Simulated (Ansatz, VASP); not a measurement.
# Ru: VASP beside Ansatz

```
Ru
1.0
     2.70210    0.00000    0.00000
    -1.35105    2.34009    0.00000
     0.00000    0.00000    4.26671
Ru
2
Direct
  0.33333 0.66667 0.75000
  0.66667 0.33333 0.25000
```

Alike in both runs: task single point; functional r2SCAN; k mesh 18 × 18 × 10; occupations gaussian, width 0.05 eV; no spin polarisation.

```csv
,VASP,Ansatz
version,VASP 6.6.1,Ansatz 0.2.0
potentials or method,"VASP PAW PBE potentials, release 64 (Ru_sv), cutoff 620 eV","scalar-relativistic, plane waves, PAW"
valence electrons in the cell,32,32
```

VASP gave:

| Item | Value |
| --- | --- |
| gap on the k mesh at the Fermi level (eV) | none |
| pressure (GPa) | 0.1 |

Question: What did Ansatz give for the same quantities?

Answer: gap on the k mesh at the Fermi level (eV): none; pressure (GPa): 0.0.

VASP's potentials were made for PBE, not for r2SCAN. A gap of «none» marks a metal or a gap that the smearing closes.
